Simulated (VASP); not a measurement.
## Zn: single point with PBE

Zn:

```
CELL_PARAMETERS angstrom
2.63332 0.00000 0.00000
-1.31666 2.28052 0.00000
0.00000 0.00000 5.10824
ATOMIC_POSITIONS crystal
Zn 0.33333 0.66667 0.25000
Zn 0.66667 0.33333 0.75000
```

```
Program             : VASP 6.6.1
Task                : single point
Functional          : PBE
Potentials or basis : VASP PAW PBE potentials, release 64 (Zn)
Cutoff              : 520 eV
k mesh              : 18 × 18 × 8
Occupations         : gaussian, width 0.1 eV
Spin                : no spin polarisation
```

```yaml
Pressure: 0.3 GPa
Band_gap_on_the_k_mesh: zero (bands 12 and 13 overlap by 5.29 eV)
```

Stress tensor (GPa, compression positive):
```
0.41 0.00 0.00
0.00 0.41 0.00
0.00 0.00 0.19
```

Levels at points of the mesh, in eV from the Fermi level:
```tsv
k point	band 8	band 9	band 10	band 11	band 12	band 13	band 14	band 15	band 16	band 17
(0.00, 0.00, 0.00)	-7.26	-7.26	-7.10	-7.10	-3.76	-3.53	12.13	15.96	18.24	18.24
(0.50, 0.00, 0.00)	-7.13	-6.88	-6.87	-2.66	-1.94	2.34	3.57	3.83	5.65	10.72
(0.00, 0.00, 0.50)	-7.62	-7.17	-7.17	-7.17	-7.17	3.77	3.77	19.42	19.42	19.42
(0.50, 0.00, 0.50)	-7.14	-6.87	-6.87	-1.77	-1.77	0.27	0.27	9.55	9.55	12.38
```

It took 92 s on 1 thread of Intel Xeon 8259CL, with other jobs on the host, peak memory 0.21 GiB.
